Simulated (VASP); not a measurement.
Wanted: the native input for a VASP 6.6.1 run.

- Task: single point
- Functional: PBE
- Potentials or basis: VASP PAW PBE potentials, release 64 (Al, F, Rb_sv, Ca_sv)
- Cutoff: 520 eV
- k mesh: 4 × 4 × 4
- Occupations: tetrahedron
- Spin: no spin polarisation
- Dipole correction: no
- Further INCAR settings: ALGO = Normal; EDIFF = 1e-06; NBANDS = 48

The structure of Rb2CaAlF6 lies in POSCAR:

```
Rb2CaAlF6
1.0
    0.0000000000      4.4416210000      4.4416210000
    4.4416210000      0.0000000000      4.4416210000
    4.4416210000      4.4416210000      0.0000000000
Al F Rb Ca
1 6 2 1
Direct
    0.0000000000      0.0000000000      0.0000000000
    0.7843000000      0.2157000000      0.2157000000
    0.2157000000      0.7843000000      0.2157000000
    0.2157000000      0.7843000000      0.7843000000
    0.7843000000      0.2157000000      0.7843000000
    0.2157000000      0.2157000000      0.7843000000
    0.7843000000      0.7843000000      0.2157000000
    0.2500000000      0.2500000000      0.2500000000
    0.7500000000      0.7500000000      0.7500000000
    0.5000000000      0.5000000000      0.5000000000
```

These files were run (other wordings do the same):

INCAR

```
PREC = Accurate
ENCUT = 520
EDIFF = 1E-6
ISMEAR = -5
SIGMA = 0.1
LREAL = F
LASPH = T
NELM = 80
ALGO = Normal
ISIF = 2
LWAVE = F
LCHARG = F
GGA = PE
NBANDS = 48
```

KPOINTS

```
Automatic mesh
0
Gamma
  4 4 4
```

Potentials or basis: VASP PAW PBE potentials, release 64 (Al, F, Rb_sv, Ca_sv).

Command:

```sh
$ cat potpaw_PBE.64/Al/POTCAR potpaw_PBE.64/F/POTCAR potpaw_PBE.64/Rb_sv/POTCAR potpaw_PBE.64/Ca_sv/POTCAR > POTCAR
$ mpirun -np 1 vasp_std > vasp.out
```

Results of the run:

```json
{
 "Pressure": "-2.0 GPa",
 "Largest force": "0.037 eV/Å",
 "Band gap on the k mesh": "zero (an odd number of electrons rules out a gap without spin polarisation)"
}
```

Caveat: an odd number of electrons without spin polarisation forces a metal; a magnetic or distorted state may lie lower; tetrahedron occupations give inexact forces and stress in metals.

It took 96 s on 1 thread of AMD EPYC 7R43 64-Core Processor (Zen 3) (shared host), peak memory 0.31 GiB.
